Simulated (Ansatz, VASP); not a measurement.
Given: the input of a run of VASP 6.6.1 on SrVO3.

Contents of INCAR:

```
SYSTEM = SrVO3
ALGO = Normal
EDIFF = 1E-6
ENCUT = 520
GGA = PE
ISIF = 2
ISMEAR = 0
ISPIN = 2
LASPH = .TRUE.
LCHARG = .FALSE.
LMAXMIX = 4
LORBIT = 11
LREAL = .FALSE.
LWAVE = .FALSE.
MAGMOM = 0 2 0 0 0
NBANDS = 32
NELM = 150
PREC = Accurate
SIGMA = 0.012
```

Contents of KPOINTS:

```
k-points
0
G
  7 7 7
  0 0 0
```

File POSCAR:

```
SrVO3
1.0
    3.8409000000      0.0000000000      0.0000000000
    0.0000000000      3.8409000000      0.0000000000
    0.0000000000      0.0000000000      3.8409000000
Sr V O
1 1 3
Direct
    0.5000000000      0.5000000000      0.5000000000
    0.0000000000      0.0000000000      0.0000000000
    0.0000000000      0.0000000000      0.5000000000
    0.0000000000      0.5000000000      0.0000000000
    0.5000000000      0.0000000000      0.0000000000
```

Potentials or basis: VASP PAW PBE potentials, release 64 (Sr_sv, V_sv, O).

Launch:

```bash
$ cat potpaw_PBE.64/Sr_sv/POTCAR potpaw_PBE.64/V_sv/POTCAR potpaw_PBE.64/O/POTCAR > POTCAR
$ mpirun -np 1 vasp_std > vasp.out
```

**Question.** Translate it to Ansatz 0.2.0. Potentials there: Ansatz PAW.

**Answer.** As run (the cutoff follows the program's own potentials):

File input.yaml:

```yaml
crystal:
  lattice:
    - [3.8409, 0.0, 0.0]
    - [0.0, 3.8409, 0.0]
    - [0.0, 0.0, 3.8409]
  atoms:
    - { symbol: Sr, position: [0.5, 0.5, 0.5] }
    - { symbol: V, position: [0.0, 0.0, 0.0], spin: 2.0 }
    - { symbol: O, position: [0.0, 0.0, 0.5] }
    - { symbol: O, position: [0.0, 0.5, 0.0] }
    - { symbol: O, position: [0.5, 0.0, 0.0] }
hamiltonian:
  xc: pbe
  pseudopotentials: { kind: paw }
magnetization:
  spin_polarized: true
kpoints:
  mp_grid: { grid: [7, 7, 7] }
scf:
  occupations: { method: gaussian, width: 0.012 }
output:
  forces: true
  stress: true
  eigenvalues: true
```

Potentials or basis: Ansatz PAW.

The run is started by

```bash
$ ansatz run input.yaml --threads 2 --pin off --max-ram 5632MiB --backend cpu --events-out ev --progress --plain --runs-dir out
```

Both were run:

|  | VASP | Ansatz | Ansatz less VASP |
| --- | --- | --- | --- |
| gap on the k mesh at the Fermi level (eV) | none | none | - |
| pressure (GPa) | 3.2 | 2.4 | -0.86 |
| net moment per atom (μB) | 0.02 | 0.02 | 0.000 |
| size of the moment on the site where the two differ most (μB) | 0.10 | 0.08 | -0.020 |

Site moments also hang on the region over which each program counts them. A gap of «none» marks a metal or a gap that the smearing closes. With one functional, cell and mesh, what is left measures potentials, basis and numerics.
